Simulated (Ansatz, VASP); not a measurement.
## Lu in VASP and in Ansatz

Contents of INCAR:

```
PREC = Accurate
ENCUT = 520
EDIFF = 1E-7
ISMEAR = -1
SIGMA = 0.1
LREAL = F
LASPH = T
NELM = 80
ALGO = Normal
ISIF = 2
LWAVE = F
LCHARG = F
GGA = PE
NBANDS = 18
```

KPOINTS

```
regular mesh
0
Gamma
  15 15 15
```

The input POSCAR:

```
Lu
1.0
    0.0000000000      1.9628544317      1.9628544317
    1.9628544317      0.0000000000      1.9628544317
    1.9628544317      1.9628544317      0.0000000000
Lu
1
Direct
    0.0000000000      0.0000000000      0.0000000000
```

Input for Ansatz:

```yaml
crystal:
  lattice:
    - [0.0, 1.9628544317, 1.9628544317]
    - [1.9628544317, 0.0, 1.9628544317]
    - [1.9628544317, 1.9628544317, 0.0]
  atoms:
    - { symbol: Lu, position: [0.0, 0.0, 0.0] }
kpoints:
  mp_grid: { grid: [15, 15, 15] }
scf:
  occupations: { method: fermi_dirac, width: 0.1 }
hamiltonian:
  xc: pbe
  pseudopotentials: { kind: paw }
output:
  forces: true
  stress: true
  eigenvalues: true
  populations: true
```

Change from the starting cell: volume scaled by 0.52, PAW files.

Alike in both runs: task single point; functional PBE; k mesh 15 × 15 × 15; occupations fermi-dirac, width 0.1 eV; no spin polarisation.

|  | VASP | Ansatz |
| --- | --- | --- |
| version | VASP 6.6.1 | Ansatz 0.2.0 |
| potentials or method | VASP PAW PBE potentials, release 64 (Lu) | PAW with Ansatz's default frozen-core files, scalar-relativistic |
| plane-wave cutoff (eV) | 520 | 420 |
| valence electrons in the cell | 25 | 25 |

VASP gave:

```
pressure (GPa) : 89.1
```

Question: Estimate Ansatz's values.

Answer: Pressure (GPa): 87.2.

Both programs put the cell under a high pressure, so it lies far from rest at this level.

Spin-orbit coupling is off throughout. Noted on VASP's run: the cell as given lies far from equilibrium.
